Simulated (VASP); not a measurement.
# Zn (Fm-3m) in VASP: settings compared

Aim: see how the results for Zn move with the level of theory and the settings. Levels: LDA, PBEsol, PBE. Tasks: single point.

Program: VASP 6.6.1. These are calculated values, not measurements. Logs are shortened: lines on timing, memory, paths and dates and some standing lists are left out, and cuts for length are marked.

## 1. The cell of the first run

Symmetry: Fm-3m, No. 225, cubic system. Conventional cell: a = 4.007 Å, b = 4.007 Å, c = 4.007 Å, α = 90.00°, β = 90.00°, γ = 90.00°. Zn (site symmetry m-3m) has 12 Zn at 2.83 Å within 3.7 Å.

## 2. Single point, LDA (volume scaled by 1.06)

The input, INCAR:

```
SYSTEM = Zn
PREC = Accurate ; ENCUT = 520
EDIFF = 1E-7 ; ISMEAR = -1
SIGMA = 0.05 ; LREAL = .FALSE.
LASPH = .TRUE. ; NELM = 60
ALGO = Normal ; ISIF = 2
LWAVE = .FALSE. ; LCHARG = .FALSE.
NBANDS = 12
```

The input, KPOINTS:

```
regular mesh
0
G
  12 12 12
  0 0 0
```

The input, POSCAR:

```
Zn
1.0
    0.0000000000      2.0033108028      2.0033108028
    2.0033108028      0.0000000000      2.0033108028
    2.0033108028      2.0033108028      0.0000000000
Zn
1
Direct
    0.0000000000      0.0000000000      0.0000000000
```

Potentials or basis: VASP PAW LDA potentials, release 64 (Zn).

Launch:

```sh
$ cat potpaw_LDA.64/Zn/POTCAR > POTCAR
$ mpirun -np 1 vasp_std > vasp.out
```

OUTCAR:

```text
SYSTEM = Zn
   PREC = Accurate
   ENCUT = 520
   EDIFF = 1E-7
   ISMEAR = -1
   LREAL = .FALSE.
   LASPH = .TRUE.
   NELM = 60
   ISIF = 2

 ion  position               nearest neighbor table
   1  0.000  0.000  0.000-

  LATTYP: Found a face centered cubic cell.
 ALAT       =     4.0066216056

  Lattice vectors:

 A1 = (   0.0000000000,   2.0033108028,   2.0033108028)
 A2 = (   2.0033108028,   0.0000000000,   2.0033108028)
 A3 = (   2.0033108028,   2.0033108028,   0.0000000000)

Analysis of symmetry for initial positions (statically):
=====================================================================
 Subroutine PRICEL returns:
 Original cell was already a primitive cell.

 Routine SETGRP: Setting up the symmetry group for a
 face centered cubic supercell.

 Subroutine GETGRP returns: Found 48 space group operations
 (whereof 48 operations were pure point group operations)
 out of a pool of 48 trial point group operations.

The static configuration has the point symmetry O_h .

Analysis of symmetry for dynamics (positions and initial velocities):
=====================================================================
 Subroutine PRICEL returns:
 Original cell was already a primitive cell.

 Routine SETGRP: Setting up the symmetry group for a
 face centered cubic supercell.

 Subroutine GETGRP returns: Found 48 space group operations
 (whereof 48 operations were pure point group operations)
 out of a pool of 48 trial point group operations.

The dynamic configuration has the point symmetry O_h .

 Subroutine INISYM returns: Found 48 space group operations
 (whereof 48 operations are pure point group operations),
 and found     1 'primitive' translations

----------------------------------------------------------------------------------------

                                     Primitive cell

  volume of cell :      16.0796

  direct lattice vectors                    reciprocal lattice vectors
     0.000000000  2.003310803  2.003310803    -0.249586834  0.249586834  0.249586834
     2.003310803  0.000000000  2.003310803     0.249586834 -0.249586834  0.249586834
     2.003310803  2.003310803  0.000000000     0.249586834  0.249586834 -0.249586834

  length of vectors
     2.833109307  2.833109307  2.833109307     0.432297077  0.432297077  0.432297077

  position of ions in fractional coordinates (direct lattice)
     0.000000000  0.000000000  0.000000000

  ion indices of the primitive-cell ions
   primitive index   ion index
                 1           1

----------------------------------------------------------------------------------------

 KPOINTS: regular mesh

Automatic generation of k-mesh.
 Grid dimensions read from file:
 generate k-points for:   12   12   12

 Generating k-lattice:

  Cartesian coordinates                     Fractional coordinates (reciprocal lattice)
    -0.020798903  0.020798903  0.020798903     0.083333333  0.000000000  0.000000000
     0.020798903 -0.020798903  0.020798903     0.000000000  0.083333333  0.000000000
     0.020798903  0.020798903 -0.020798903     0.000000000  0.000000000  0.083333333

  Length of vectors
     0.036024756  0.036024756  0.036024756

  Shift w.r.t. Gamma in fractional coordinates (k-lattice)
     0.000000000  0.000000000  0.000000000

 Subroutine IBZKPT returns following result:
 ===========================================

 Found     72 irreducible k-points:

 Following reciprocal coordinates:
            Coordinates               Weight
  0.000000  0.000000  0.000000      1.000000
  0.083333  0.000000  0.000000      8.000000
  0.166667  0.000000  0.000000      8.000000
  0.250000  0.000000  0.000000      8.000000
  0.333333  0.000000  0.000000      8.000000
  0.416667  0.000000  0.000000      8.000000
[... 16 lines left out ...]
  0.500000  0.166667  0.000000     24.000000
 -0.416667  0.166667  0.000000     24.000000
 [... further k-points ...]
   k-points           NKPTS =     72   k-points in BZ     NKDIM =     72   number of bands    NBANDS=     12
   number of dos      NEDOS =    301   number of ions     NIONS =      1
   total plane-waves  NPLWV =  13824
   dimension x,y,z NGX =    24 NGY =   24 NGZ =   24
   dimension x,y,z NGXF=    48 NGYF=   48 NGZF=   48
   ions per type =               1
   NGX,Y,Z   is equivalent  to a cutoff of  14.08, 14.08, 14.08 a.u.
   NGXF,Y,Z  is equivalent  to a cutoff of  28.17, 28.17, 28.17 a.u.
 SYSTEM =  Zn
   PREC   = accura    normal or accurate (medium, high low for compatibility)
   ISTART =      0    job   : 0-new  1-cont  2-samecut
   ICHARG =      2    charge: 1-file 2-atom 10-const
   ISPIN  =      1    spin polarized calculation?
   LNONCOLLINEAR =      F non collinear calculations
   LSORBIT =      F    spin-orbit coupling
   LASPH  =      T    aspherical Exc in radial PAW
   ENCUT  =  520.0 eV  38.22 Ry    6.18 a.u.   5.27  5.27  5.27*2*pi/ulx,y,z
   NELM   =     60;   NELMIN=  2; NELMDL= -5     # of ELM steps
   EDIFF  = 0.1E-06   stopping-criterion for ELM
   LREAL  =      F    real-space projection
   EDIFFG = 0.1E-05   stopping-criterion for IOM
   NSW    =      0    number of steps for IOM
   IBRION =     -1    ionic relax: 0-MD 1-quasi-New 2-CG
   NFREE  =      0    steps in history (QN), initial steepest desc. (CG)
   ISIF   =      2    stress and relaxation
   ISYM   =      2    0-nonsym 1-usesym 2-fastsym
   POTIM  = 0.5000    time-step for ionic-motion
   TEBEG  =    0.0;   TEEND  =   0.0 temperature during run
   PSTRESS=    0.0 pullay stress
   NELECT =      12.0000    total number of electrons
   NUPDOWN=      -1.0000    fix difference up-down
   EMIN   =  10.00;   EMAX   =-10.00  energy-range for DOS
   EFERMI =   0.00;   METHOD = LEGACY
   ISMEAR =    -1;   SIGMA  =   0.05  broadening in eV -4-tet -1-fermi 0-gaus
   EFERMI_NEDOS =   21; number of points for ismear=-14 and -15
   IALGO  =     38    algorithm
   IMIX   =      4    mixing-type and parameters
     AMIX     =   0.40;   BMIX     =  1.00
     AMIX_MAG =   1.60;   BMIX_MAG =  1.00
  volume/ion in A,a.u.               =      16.08       108.51
  Fermi-wavevector in a.u.,A,eV,Ry     =   1.484945  2.806138 30.001669  2.205060
  Thomas-Fermi vector in A             =   2.598418
   LORBIT       =      0    0 simple, 1 ext, 2 COOP (PROOUT), +10 PAW based schemes
   GGA     = CA    functional components
   LHFCALC =     F    Hartree Fock is set to
   AEXX    =    0.0000 exact exchange contribution
   IVDW    =     0    specifies the selected vdW correction
   LEPSILON=     F    determine dielectric tensor
   LRPA    =     F    only Hartree local field effects (RPA)
 non-spin polarized calculation
  energy-cutoff  :      520.00
  volume of cell :       16.08
 maximum number of plane-waves:       448
 NGX is ok and might be reduce to    24
   NGX = 11   NGY = 11   NGZ = 11

 number of electron      11.9999989 magnetization

 Free energy of the ion-electron system (eV)
  ---------------------------------------------------
  ext. energy  EPLUGINS =         0.00000000
  ---------------------------------------------------
  free energy    TOTEN  =        -1.74295173 eV

  energy without entropy =       -1.73892332  energy(sigma->0) =       -1.74093752

 E-fermi :   2.3704     XC(G=0): -11.6046

 val. band max:        2.3575950078   @ k =  -0.4167   0.4167   0.0000
 cond. band min:       2.4715121542   @ k =  -0.4167   0.2500   0.0833
 fundamental gap:      0.1139171464
 Fermi energy:         2.3703701995

 k-point     1 :       0.0000    0.0000    0.0000
  band No.  band energies     occupation
      1      -7.4606      2.00000
      2      -5.1098      2.00000
      3      -5.1098      2.00000
      4      -5.1098      2.00000
      5      -4.7682      2.00000
      6      -4.7682      2.00000
      7      19.7502      0.00000
      8      19.7502      0.00000
      9      19.7502      0.00000
     10      21.0479      0.00000
     11      22.7933      0.00000
     12      22.7933      0.00000

 k-point     2 :       0.0833    0.0000    0.0000
  band No.  band energies     occupation
      1      -7.2604      2.00000
      2      -5.1234      2.00000
      3      -5.0888      2.00000
      4      -5.0888      2.00000
      5      -4.7736      2.00000
      6      -4.7736      2.00000
      7      16.9862      0.00000
      8      19.2187      0.00000
      9      19.2187      0.00000
     10      20.6417      0.00000
     11      23.6513      0.00000
     12      23.6513      0.00000

 k-point     3 :       0.1667    0.0000    0.0000
  band No.  band energies     occupation
      1      -6.6882      2.00000
      2      -5.1288      2.00000
      3      -5.0471      2.00000
      4      -5.0471      2.00000
      5      -4.7717      2.00000
      6      -4.7717      2.00000
      7      13.1085      0.00000
      8      18.3600      0.00000
      9      18.3600      0.00000
     10      20.4347      0.00000
     11      25.1131      0.00000
     12      25.1131      0.00000

 k-point     4 :       0.2500    0.0000    0.0000
  band No.  band energies     occupation
      1      -5.9758      2.00000
      2      -5.0374      2.00000
      3      -5.0374      2.00000
      4      -4.8784      2.00000
      5      -4.7193      2.00000
      6      -4.7193      2.00000
      7       9.4359      0.00000
      8      17.6568      0.00000
      9      17.6568      0.00000
     10      20.1847      0.00000
     11      23.5401      0.00000
     12      23.5401      0.00000

 k-point     5 :       0.3333    0.0000    0.0000
  band No.  band energies     occupation
      1      -5.7323      2.00000
      2      -5.0668      2.00000
      3      -5.0668      2.00000
      4      -4.6248      2.00000
      5      -4.6248      2.00000
      6      -3.7462      2.00000
      7       6.0766      0.00000
      8      17.1878      0.00000
      9      17.1878      0.00000
     10      19.9223      0.00000
     11      22.0861      0.00000
     12      22.0861      0.00000

 k-point     6 :       0.4167    0.0000    0.0000
  band No.  band energies     occupation
      1      -5.7305      2.00000
      2      -5.0991      2.00000
      3      -5.0991      2.00000
      4      -4.5427      2.00000
      5      -4.5427      2.00000
      6      -1.9598      2.00000
      7       3.0810      0.00000
      8      16.9383      0.00000
      9      16.9383      0.00000
     10      19.7138      0.00000
     11      21.1559      0.00000
     12      21.1559      0.00000

 k-point     7 :       0.5000    0.0000    0.0000
  band No.  band energies     occupation
      1      -5.7414      2.00000
      2      -5.1121      2.00000
      3      -5.1121      2.00000
      4      -4.5111      2.00000
      5      -4.5111      2.00000
      6      -0.1851      2.00000
      7       0.9119      2.00000
      8      16.8637      0.00000
      9      16.8637      0.00000
     10      19.6333      0.00000
     11      20.8335      0.00000
     12      20.8335      0.00000

 k-point     8 :       0.0833    0.0833    0.0000
  band No.  band energies     occupation
      1      -7.1936      2.00000
      2      -5.1461      2.00000
      3      -5.0721      2.00000
      4      -5.0721      2.00000
      5      -4.8001      2.00000
      6      -4.7519      2.00000
      7      17.8940      0.00000
      8      17.8940      0.00000
      9      18.9878      0.00000
     10      19.3139      0.00000
     11      24.7516      0.00000
     12      25.0759      0.00000
[... 166 lines left out ...]
 k-point    20 :       0.2500    0.1667    0.0000
  band No.  band energies     occupation
      1      -5.8722      2.00000
      2      -5.2936      2.00000
      3      -4.9658      2.00000
      4      -4.9105      2.00000
      5      -4.6657      2.00000
      6      -4.6570      2.00000
      7      12.4017      0.00000
      8      14.5067      0.00000
      9      16.5316      0.00000
     10      17.5584      0.00000
     11      19.1482      0.00000
     12      28.3937      0.00000

 k-point    21 :       0.3333    0.1667    0.0000
  band No.  band energies     occupation
      1      -5.5384      2.00000
      2      -5.2076      2.00000
      3      -5.0193      2.00000
      4      -4.9076      2.00000
      5      -4.5895      2.00000
      6      -3.8771      2.00000
      7       8.9055      0.00000
      8      13.9534      0.00000
      9      15.0262      0.00000
     10      16.8212      0.00000
     11      21.5132      0.00000
     12      27.5495      0.00000

 k-point    22 :       0.4167    0.1667    0.0000
  band No.  band energies     occupation
      1      -5.5385      2.00000
      2      -5.1474      2.00000
      3      -4.9485      2.00000
      4      -4.9369      2.00000
      5      -4.5207      2.00000
      6      -2.4141      2.00000
      7       5.6903      0.00000
      8      13.4782      0.00000
      9      13.8271      0.00000
     10      16.6739      0.00000
     11      24.2415      0.00000
     12      26.0147      0.00000

 k-point    23 :       0.5000    0.1667    0.0000
  band No.  band energies     occupation
      1      -5.5544      2.00000
      2      -5.1780      2.00000
      3      -4.9680      2.00000
      4      -4.8294      2.00000
      5      -4.5028      2.00000
      6      -0.4659      2.00000
      7       2.8314      0.00020
      8      12.2490      0.00000
      9      14.1432      0.00000
     10      16.8780      0.00000
     11      24.8498      0.00000
     12      25.6761      0.00000

 k-point    24 :      -0.4167    0.1667    0.0000
  band No.  band energies     occupation
      1      -5.5403      2.00000
      2      -5.1817      2.00000
      3      -4.9827      2.00000
      4      -4.7785      2.00000
      5      -4.5507      2.00000
      6       0.2641      2.00000
      7       1.9845      1.99911
      8      11.4020      0.00000
      9      14.8994      0.00000
     10      17.4169      0.00000
     11      24.0558      0.00000
     12      25.1551      0.00000

 [... further k-points ...]
[... 5 lines left out ...]
  --------------------------------------------------------------------------------------
  -------------------------------------------------------------------------------------
  Total       -1.0602284     -1.0602284     -1.0602284     -0.0000000      0.0000000      0.0000000
  in kB     -105.6416168   -105.6416168   -105.6416168     -0.0000000      0.0000000      0.0000000
  external PRESSURE =    -105.6416168 kB  Pullay stress =       0.0000000 kB

 VOLUME and BASIS-vectors are now :
 -----------------------------------------------------------------------------
  energy-cutoff  :      520.00
  volume of cell :       16.08
      direct lattice vectors                 reciprocal lattice vectors
     0.000000000  2.003310803  2.003310803    -0.249586834  0.249586834  0.249586834
     2.003310803  0.000000000  2.003310803     0.249586834 -0.249586834  0.249586834
     2.003310803  2.003310803  0.000000000     0.249586834  0.249586834 -0.249586834

 POSITION                                       TOTAL-FORCE (eV/Angst)
 -----------------------------------------------------------------------------------
      0.00000      0.00000      0.00000         0.000000      0.000000      0.000000
 -----------------------------------------------------------------------------------
    total drift:                               -0.000000      0.000000     -0.000000

  FREE ENERGIE OF THE ION-ELECTRON SYSTEM (eV)
  ---------------------------------------------------
  free  energy   TOTEN  =        -1.7429517251 eV

  energy  without entropy=       -1.7389233164  energy(sigma->0) =       -1.74093752
```

It took 39 s on 1 thread of AMD EPYC 7R13, shared host; peak memory 0.1 GiB.

Results:

```
Free energy            : -1.7430 eV
Pressure               : -10.6 GPa
Band gap on the k mesh : zero (band 6 reaches 4.66 eV, above the bottom of band 7 at 0.91 eV)
```

## 3. Single point, PBEsol (volume scaled by 1.02)

The input, INCAR:

```
SYSTEM = Zn
ALGO = Normal
EDIFF = 1E-7
ENCUT = 520
GGA = PS
ISIF = 2
ISMEAR = -1
LASPH = .TRUE.
LCHARG = .TRUE.
LELF = .TRUE.
LREAL = .FALSE.
LVHAR = .TRUE.
LWAVE = .FALSE.
NBANDS = 12
NELM = 100
PREC = Accurate
SIGMA = 0.05
```

The input, KPOINTS:

```
k-points
0
G
  12 12 12
  0 0 0
```

The input, POSCAR:

```
Zn
1.0
    0.0000000000      1.9777881408      1.9777881408
    1.9777881408      0.0000000000      1.9777881408
    1.9777881408      1.9777881408      0.0000000000
Zn
1
Direct
    0.0000000000      0.0000000000      0.0000000000
```

Potentials or basis: VASP PAW PBE potentials, release 64 (Zn).

Launch:

```sh
$ cat potpaw_PBE.64/Zn/POTCAR > POTCAR
$ mpirun -np 1 vasp_std > vasp.out
```

Wall time 51 s (1 thread of AMD EPYC 7R13, shared host); peak memory 0.11 GiB.

It converged, with:

```
Free energy            : -1.5268 eV
Pressure               : -6.0 GPa
Band gap on the k mesh : zero (band 6 reaches 5.00 eV, above the bottom of band 7 at 1.36 eV)
```

Levels at points of the mesh, in eV from the Fermi level:
```tsv
k point	band 2	band 3	band 4	band 5	band 6	band 7	band 8	band 9	band 10	band 11
(0.00, 0.00, 0.00)	-7.48	-7.48	-7.48	-7.11	-7.11	18.02	18.02	18.02	18.82	20.83
(0.50, 0.00, 0.00)	-7.49	-7.49	-6.84	-6.84	-2.77	-1.36	15.05	15.05	17.36	18.78
(0.50, 0.50, 0.00)	-8.07	-6.85	-6.77	-6.77	-0.90	1.70	8.36	8.36	12.01	13.08
```

Caveat: the PAW data sets were made with another functional, which shifts forces and pressure a little.

(Part 1 of 2 ends here.)
